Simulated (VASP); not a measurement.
# NbSi23C24 (a cell with a defect) in VASP: electric field gradients with PBE

Aim: the electric field gradients of NbSi23C24 (a cell with a defect) with PBE.

All numbers are computed with VASP 6.6.1; they aren't measurements. Logs are shortened: lines on timing, memory, paths and dates and some standing lists are left out, and cuts for length are marked.

### Step 1. The cell of the first run

The cell holds a defect, 48 atoms: a = 6.190 Å, b = 6.190 Å, c = 15.170 Å, α = 90.00°, β = 90.00°, γ = 120.00°.

### Step 2. Electric field gradients, PBE

Input file INCAR:

```
PREC = Accurate
ENCUT = 520
EDIFF = 1E-8
ISMEAR = -1
SIGMA = 0.01
LREAL = F
LASPH = T
NELM = 120
ALGO = Normal
ISIF = 2
LWAVE = F
LCHARG = F
GGA = PE
LEFG = T
NELECT = 200.0
NBANDS = 130
GGA_COMPAT = F
```

Input file KPOINTS:

```
Automatic mesh
0
Gamma
  4 4 2
```

Input file POSCAR:

```
NbSi23C24
1.0
    6.1900000000      0.0000000000      0.0000000000
   -3.0950000000      5.3606972494      0.0000000000
    0.0000000000      0.0000000000     15.1700000000
Nb Si C
1 23 24
Direct
    0.0000000000      0.0000000000      0.1250000000
    0.0000000000      0.5000000000      0.1250000000
    0.5000000000      0.0000000000      0.1250000000
    0.5000000000      0.5000000000      0.1250000000
    0.0000000000      0.0000000000      0.6250000000
    0.0000000000      0.5000000000      0.6250000000
    0.5000000000      0.0000000000      0.6250000000
    0.5000000000      0.5000000000      0.6250000000
    0.1666666666      0.3333333334      0.2917000000
    0.1666666666      0.8333333334      0.2917000000
    0.6666666666      0.3333333334      0.2917000000
    0.6666666666      0.8333333334      0.2917000000
    0.3333333334      0.1666666666      0.7917000000
    0.3333333334      0.6666666666      0.7917000000
    0.8333333334      0.1666666666      0.7917000000
    0.8333333334      0.6666666666      0.7917000000
    0.1666666666      0.3333333334      0.9583000000
    0.1666666666      0.8333333334      0.9583000000
    0.6666666666      0.3333333334      0.9583000000
    0.6666666666      0.8333333334      0.9583000000
    0.3333333334      0.1666666666      0.4583000000
    0.3333333334      0.6666666666      0.4583000000
    0.8333333334      0.1666666666      0.4583000000
    0.8333333334      0.6666666666      0.4583000000
    0.0000000000      0.0000000000      0.0000000000
    0.0000000000      0.5000000000      0.0000000000
    0.5000000000      0.0000000000      0.0000000000
    0.5000000000      0.5000000000      0.0000000000
    0.0000000000      0.0000000000      0.5000000000
    0.0000000000      0.5000000000      0.5000000000
    0.5000000000      0.0000000000      0.5000000000
    0.5000000000      0.5000000000      0.5000000000
    0.1666666666      0.3333333334      0.1667000000
    0.1666666666      0.8333333334      0.1667000000
    0.6666666666      0.3333333334      0.1667000000
    0.6666666666      0.8333333334      0.1667000000
    0.3333333334      0.1666666666      0.6667000000
    0.3333333334      0.6666666666      0.6667000000
    0.8333333334      0.1666666666      0.6667000000
    0.8333333334      0.6666666666      0.6667000000
    0.1666666666      0.3333333334      0.8333000000
    0.1666666666      0.8333333334      0.8333000000
    0.6666666666      0.3333333334      0.8333000000
    0.6666666666      0.8333333334      0.8333000000
    0.3333333334      0.1666666666      0.3333000000
    0.3333333334      0.6666666666      0.3333000000
    0.8333333334      0.1666666666      0.3333000000
    0.8333333334      0.6666666666      0.3333000000
```

Potentials or basis: VASP PAW PBE potentials, release 64 (Nb_sv, Si, C).

On the command line:

```
$ cat potpaw_PBE.64/Nb_sv/POTCAR potpaw_PBE.64/Si/POTCAR potpaw_PBE.64/C/POTCAR > POTCAR
$ mpirun -np 1 vasp_std > vasp.out
```

OUTCAR:

```text
PREC = Accurate
   ENCUT = 520
   EDIFF = 1E-8
   ISMEAR = -1
   LREAL = F
   LASPH = T
   NELM = 120
   ISIF = 2
   GGA = PE
   NELECT = 200.0

 ion  position               nearest neighbor table
   1  0.000  0.000  0.125-  34 1.90  33 1.90  36 1.90  25 1.90   2 3.09   4 3.09   2 3.09   4 3.09
                             3 3.10   3 3.10  18 3.10  10 3.10   9 3.10  17 3.10  20 3.10  12 3.10
   2  0.000  0.500  0.125-  33 1.90  34 1.90  35 1.90  26 1.90   1 3.09   3 3.09   1 3.09   3 3.09
                             4 3.10   4 3.10  17 3.10   9 3.10  18 3.10  10 3.10  19 3.10  11 3.10
   3  0.500  0.000  0.125-  36 1.90  35 1.90  34 1.90  27 1.90   2 3.09   4 3.09   4 3.09   2 3.09
                             1 3.10   1 3.10  20 3.10  12 3.10  11 3.10  19 3.10  18 3.10  10 3.10
   4  0.500  0.500  0.125-  35 1.90  36 1.90  33 1.90  28 1.90   1 3.09   3 3.09   3 3.09   1 3.09
                             2 3.10   2 3.10  19 3.10  11 3.10  20 3.10  12 3.10  17 3.10   9 3.10
   5  0.000  0.000  0.625-  39 1.90  40 1.90  37 1.90  29 1.90   6 3.09   8 3.09   6 3.09   8 3.09
                             7 3.10   7 3.10  23 3.10  15 3.10  24 3.10  16 3.10  21 3.10  13 3.10
   6  0.000  0.500  0.625-  40 1.90  39 1.90  38 1.90  30 1.90   5 3.09   7 3.09   5 3.09   7 3.09
                             8 3.10   8 3.10  24 3.10  16 3.10  15 3.10  23 3.10  22 3.10  14 3.10
   7  0.500  0.000  0.625-  37 1.90  38 1.90  39 1.90  31 1.90   6 3.09   8 3.09   8 3.09   6 3.09
                             5 3.10   5 3.10  21 3.10  13 3.10  22 3.10  14 3.10  23 3.10  15 3.10
   8  0.500  0.500  0.625-  38 1.90  37 1.90  40 1.90  32 1.90   5 3.09   7 3.09   7 3.09   5 3.09
                             6 3.10   6 3.10  22 3.10  14 3.10  13 3.10  21 3.10  24 3.10  16 3.10
   9  0.167  0.333  0.292-  46 1.90  47 1.90  45 1.90  33 1.90  10 3.09  12 3.09  10 3.09  12 3.09
[... 53 lines left out ...]
  47  0.833  0.167  0.333-  12 1.90   9 1.90  11 1.90  23 1.90
  48  0.833  0.667  0.333-  11 1.90  10 1.90  12 1.90  24 1.90

  LATTYP: Found a hexagonal cell.
 ALAT       =     6.1900000000
 C/A-ratio  =     2.4507269790

  Lattice vectors:

 A1 = (   6.1900000000,   0.0000000000,   0.0000000000)
 A2 = (  -3.0950000000,   5.3606972494,   0.0000000000)
 A3 = (   0.0000000000,   0.0000000000,  15.1700000000)

Analysis of symmetry for initial positions (statically):
=====================================================================
 Subroutine PRICEL returns:
 Original cell was already a primitive cell.

 Routine SETGRP: Setting up the symmetry group for a
 hexagonal supercell.

 Subroutine GETGRP returns: Found  6 space group operations
 (whereof  6 operations were pure point group operations)
 out of a pool of 24 trial point group operations.

The static configuration has the point symmetry C_3v.

Analysis of symmetry for dynamics (positions and initial velocities):
=====================================================================
 Subroutine PRICEL returns:
 Original cell was already a primitive cell.

 Routine SETGRP: Setting up the symmetry group for a
 hexagonal supercell.

 Subroutine GETGRP returns: Found  6 space group operations
 (whereof  6 operations were pure point group operations)
 out of a pool of 24 trial point group operations.

The dynamic configuration has the point symmetry C_3v.

 Subroutine INISYM returns: Found  6 space group operations
 (whereof  6 operations are pure point group operations),
 and found     1 'primitive' translations

----------------------------------------------------------------------------------------

                                     Primitive cell

  volume of cell :     503.3818

  direct lattice vectors                    reciprocal lattice vectors
     6.190000000  0.000000000  0.000000000     0.161550889  0.093271449  0.000000000
    -3.095000000  5.360697249  0.000000000     0.000000000  0.186542898  0.000000000
     0.000000000  0.000000000 15.170000000     0.000000000  0.000000000  0.065919578

  length of vectors
     6.190000000  6.190000000 15.170000000     0.186542898  0.186542898  0.065919578

  position of ions in fractional coordinates (direct lattice)
     0.000000000  0.000000000  0.125000000
     0.000000000  0.500000000  0.125000000
     0.500000000  0.000000000  0.125000000
     0.500000000  0.500000000  0.125000000
     0.000000000  0.000000000  0.625000000
     0.000000000  0.500000000  0.625000000
[... 40 lines left out ...]
     0.833333333  0.166666667  0.333300000
[... 123 lines left out ...]
   EFERMI_NEDOS =   21; number of points for ismear=-14 and -15
   IALGO  =     38    algorithm
   IMIX   =      4    mixing-type and parameters
     AMIX     =   0.40;   BMIX     =  1.00
     AMIX_MAG =   1.60;   BMIX_MAG =  1.00
  volume/ion in A,a.u.               =      10.49        70.77
  Fermi-wavevector in a.u.,A,eV,Ry     =   1.203517  2.274318 19.707411  1.448454
  Thomas-Fermi vector in A             =   2.339268
   LORBIT       =      0    0 simple, 1 ext, 2 COOP (PROOUT), +10 PAW based schemes
   GGA     = PE    functional components
   LHFCALC =     F    Hartree Fock is set to
   AEXX    =    0.0000 exact exchange contribution
   IVDW    =     0    specifies the selected vdW correction
   LEPSILON=     F    determine dielectric tensor
   LRPA    =     F    only Hartree local field effects (RPA)
 non-spin polarized calculation
  energy-cutoff  :      520.00
  volume of cell :      503.38
 maximum number of plane-waves:     13665
 NGX is ok and might be reduce to    48
   NGX = 23   NGY = 23   NGZ = 57

 number of electron     200.0000008 magnetization

 Free energy of the ion-electron system (eV)
  ---------------------------------------------------
  ext. energy  EPLUGINS =         0.00000000
  ---------------------------------------------------
  free energy    TOTEN  =      -371.58427117 eV

  energy without entropy =     -371.58427117  energy(sigma->0) =     -371.58427117

 E-fermi :   8.6906     XC(G=0): -11.3479

 val. band max:        8.4030602618   @ k =   0.0000   0.0000   0.0000
 cond. band min:       9.6407129352   @ k =   0.0000   0.0000   0.5000
 fundamental gap:      1.2376526734
 Fermi energy:         8.6905547182

 k-point     1 :       0.0000    0.0000    0.0000
  band No.  band energies     occupation
      1     -46.2966      2.00000
      2     -22.7344      2.00000
      3     -22.7344      2.00000
      4     -22.7057      2.00000
      5      -7.1933      2.00000
      6      -6.5862      2.00000
[... 909 lines left out ...]
    111      12.6795      0.00000
    112      12.9174      0.00000
 [bands above 112 left out]

------------------------ aborting loop because EDIFF is reached ----------------------------------------

  FORCE on cell =-STRESS in cart. coord.  units (eV):
  Direction    XX          YY          ZZ          XY          YZ          ZX
  --------------------------------------------------------------------------------------
  -------------------------------------------------------------------------------------
  Total        3.2386491      3.2386491      2.9276720     -0.0000000     -0.0000000      0.0000000
  in kB       10.3080608     10.3080608      9.3182743     -0.0000000     -0.0000000      0.0000000
  external PRESSURE =       9.9781320 kB  Pullay stress =       0.0000000 kB

 VOLUME and BASIS-vectors are now :
 -----------------------------------------------------------------------------
  energy-cutoff  :      520.00
  volume of cell :      503.38
      direct lattice vectors                 reciprocal lattice vectors
     6.190000000  0.000000000  0.000000000     0.161550889  0.093271449  0.000000000
    -3.095000000  5.360697249  0.000000000     0.000000000  0.186542898  0.000000000
     0.000000000  0.000000000 15.170000000     0.000000000  0.000000000  0.065919578

 POSITION                                       TOTAL-FORCE (eV/Angst)
 -----------------------------------------------------------------------------------
      0.00000      0.00000      1.89625         0.000000     -0.000000     -0.395982
     -1.54750      2.68035      1.89625        -0.339580     -0.196057     -0.424343
      3.09500      0.00000      1.89625         0.000000      0.392113     -0.424343
      1.54750      2.68035      1.89625         0.339580     -0.196057     -0.424343
      0.00000      0.00000      9.48125         0.000000     -0.000000      0.119819
     -1.54750      2.68035      9.48125        -0.031064     -0.017935      0.141891
[... 40 lines left out ...]
      4.64250      0.89345      5.05616         0.007162     -0.004135     -0.521636
      3.09500      3.57380      5.05616         0.000000      0.008270     -0.521636
 -----------------------------------------------------------------------------------
    total drift:                                0.000000      0.000000     -0.002647

  FREE ENERGIE OF THE ION-ELECTRON SYSTEM (eV)
  ---------------------------------------------------
  free  energy   TOTEN  =      -371.5842711667 eV

  energy  without entropy=     -371.5842711667  energy(sigma->0) =     -371.58427117

 Electric field gradients (V/A^2)
---------------------------------------------------------------------
 ion       V_xx      V_yy      V_zz      V_xy      V_xz      V_yz
---------------------------------------------------------------------
   1       3.672     3.672    -7.344    -0.001     0.000    -0.000
   2       0.923    10.087   -11.009    -7.936     3.696     2.134
   3      14.669    -3.659   -11.009    -0.000     0.000    -4.267
   4       0.923    10.086   -11.009     7.936    -3.696     2.134
   5       0.142     0.142    -0.285    -0.000    -0.000     0.000
   6       0.121    -0.126     0.005     0.214     0.179     0.103
[... 40 lines left out ...]
  47       0.152     0.997    -1.149     0.732    -0.366     0.211
  48       1.420    -0.271    -1.149    -0.000     0.000    -0.423
---------------------------------------------------------------------

 Electric field gradients after diagonalization (V/A^2)
 (convention: |V_zz| > |V_xx| > |V_yy|)
----------------------------------------------------------------------
 ion       V_xx      V_yy      V_zz     asymmetry (V_yy - V_xx)/ V_zz
----------------------------------------------------------------------
   1       3.672     3.671    -7.344       0.000
   2     -12.966    -1.703    14.669       0.768
   3     -12.966    -1.703    14.669       0.768
   4     -12.966    -1.703    14.668       0.768
   5       0.143     0.142    -0.285       0.001
   6      -0.250    -0.114     0.364       0.373
[... 40 lines left out ...]
  47      -1.319    -0.101     1.420       0.858
  48      -1.319    -0.101     1.420       0.858
----------------------------------------------------------------------

           NMR quadrupolar parameters

 Cq : quadrupolar parameter    Cq=e*Q*V_zz/h
 eta: asymmetry parameters     (V_yy - V_xx)/ V_zz
 Q  : nuclear electric quadrupole moment in mb (millibarn)
----------------------------------------------------------------------
 ion       Cq(MHz)       eta       Q (mb)
----------------------------------------------------------------------
   1      -0.018       0.000       1.000
   2       0.035       0.768       1.000
   3       0.035       0.768       1.000
   4       0.035       0.768       1.000
   5      -0.001       0.001       1.000
   6       0.001       0.373       1.000
[... 40 lines left out ...]
  47       0.003       0.858       1.000
  48       0.003       0.858       1.000
----------------------------------------------------------------------
```

Wall time 19 min (1 thread of Intel Xeon Platinum 8488C (Sapphire Rapids), shared host); peak memory 0.78 GiB.

What came out:

- Free energy: -371.5843 eV
- Largest force: 4.296 eV/Å
- Largest electric field gradient by atom: Nb -7.3; Si +14.7, -0.3, +0.4, +18.7, +6.9, -2.2, -2.7, +15.7, -5.9, +8.2, +10.6 (each value once); C -17.7, +3.3, +1.7, +1.9, -13.9, -4.2, +1.8, +2.9, +3.7, +2.2, +1.4, -0.1 (each value once) V/Å²

Forces on the atoms (eV/Å):
```
Nb   0.000  0.000 -0.396
Si  -0.340 -0.196 -0.424
Si   0.000  0.392 -0.424
Si   0.340 -0.196 -0.424
Si   0.000  0.000  0.120
Si  -0.031 -0.018  0.142
Si   0.000  0.036  0.142
Si   0.031 -0.018  0.142
Si   0.000 -0.064  1.017
Si  -0.056  0.032  1.017
Si   0.000  0.000  0.476
Si   0.056  0.032  1.017
Si   0.046  0.026 -0.233
Si   0.000  0.000 -0.121
Si  -0.046  0.026 -0.233
Si   0.000 -0.053 -0.233
Si   0.000  0.721 -0.672
Si   0.624 -0.360 -0.672
Si   0.000  0.000 -0.432
Si  -0.624 -0.360 -0.672
Si  -0.030 -0.017  0.487
Si   0.000  0.000  0.593
Si   0.030 -0.017  0.487
Si   0.000  0.034  0.487
C    0.000  0.000 -3.467
C    0.053  0.031  0.243
C    0.000 -0.061  0.243
C   -0.053  0.031  0.243
C    0.000  0.000 -0.388
C    0.012  0.007 -0.428
C    0.000 -0.014 -0.428
C   -0.012  0.007 -0.428
C    0.000  4.108  1.257
C    3.557 -2.054  1.257
C    0.000  0.000  0.014
C   -3.557 -2.054  1.257
C   -0.001 -0.001  0.072
C    0.000  0.000  0.102
C    0.001 -0.001  0.072
C    0.000  0.001  0.072
C    0.000 -0.110  0.332
C   -0.095  0.055  0.332
C    0.000  0.000  0.316
C    0.095  0.055  0.332
C   -0.007 -0.004 -0.522
C    0.000  0.000 -0.634
C    0.007 -0.004 -0.522
C    0.000  0.008 -0.522
```

Electric field gradients, principal values (V/Å²):
| atom | least | middle | greatest (by size) |
| --- | --- | --- | --- |
| 1 Nb | 3.671 | 3.672 | -7.344 |
| 2 Si | -1.703 | -12.966 | 14.669 |
| 3 Si | -1.703 | -12.966 | 14.669 |
| 4 Si | -1.703 | -12.966 | 14.668 |
| 5 Si | 0.142 | 0.143 | -0.285 |
| 6 Si | -0.114 | -0.250 | 0.364 |
| 7 Si | -0.114 | -0.250 | 0.364 |
| 8 Si | -0.114 | -0.250 | 0.364 |
| 9 Si | -9.332 | -9.387 | 18.719 |
| 10 Si | -9.332 | -9.387 | 18.719 |
| 11 Si | -3.439 | -3.439 | 6.877 |
| 12 Si | -9.332 | -9.387 | 18.719 |
| 13 Si | 0.865 | 1.316 | -2.181 |
| 14 Si | 1.342 | 1.342 | -2.684 |
| 15 Si | 0.865 | 1.316 | -2.181 |
| 16 Si | 0.865 | 1.316 | -2.181 |
| 17 Si | -3.927 | -11.746 | 15.673 |
| 18 Si | -3.927 | -11.746 | 15.673 |
| 19 Si | 2.954 | 2.955 | -5.909 |
| 20 Si | -3.927 | -11.746 | 15.673 |
| 21 Si | -3.960 | -4.212 | 8.173 |
| 22 Si | -5.288 | -5.288 | 10.575 |
| 23 Si | -3.961 | -4.212 | 8.173 |
| 24 Si | -3.960 | -4.212 | 8.173 |
| 25 C | 8.837 | 8.838 | -17.675 |
| 26 C | -0.013 | -3.291 | 3.303 |
| 27 C | -0.013 | -3.291 | 3.303 |
| 28 C | -0.013 | -3.290 | 3.303 |
| 29 C | -0.839 | -0.840 | 1.679 |
| 30 C | -0.742 | -1.108 | 1.850 |
| 31 C | -0.742 | -1.108 | 1.850 |
| 32 C | -0.742 | -1.109 | 1.850 |
| 33 C | 5.385 | 8.468 | -13.853 |
| 34 C | 5.385 | 8.467 | -13.853 |
| 35 C | 2.088 | 2.088 | -4.176 |
| 36 C | 5.385 | 8.468 | -13.853 |
| 37 C | -0.824 | -0.980 | 1.805 |
| 38 C | -1.463 | -1.463 | 2.926 |
| 39 C | -0.825 | -0.980 | 1.805 |
| 40 C | -0.824 | -0.980 | 1.805 |
| 41 C | -1.558 | -2.123 | 3.681 |
| 42 C | -1.558 | -2.123 | 3.681 |
| 43 C | -1.080 | -1.081 | 2.161 |
| 44 C | -1.558 | -2.123 | 3.681 |
| 45 C | -0.101 | -1.319 | 1.420 |
| 46 C | 0.032 | 0.033 | -0.065 |
| 47 C | -0.101 | -1.319 | 1.420 |
| 48 C | -0.101 | -1.319 | 1.420 |

Caveat: the cell carries a net charge on a neutralising background, which shifts energy and pressure; the cell is charged against a uniform background, so pressure and absolute levels hang on convention; without QUAD_EFG the Cq values of the log hold for a quadrupole moment of 1 mb, not for the nuclei.
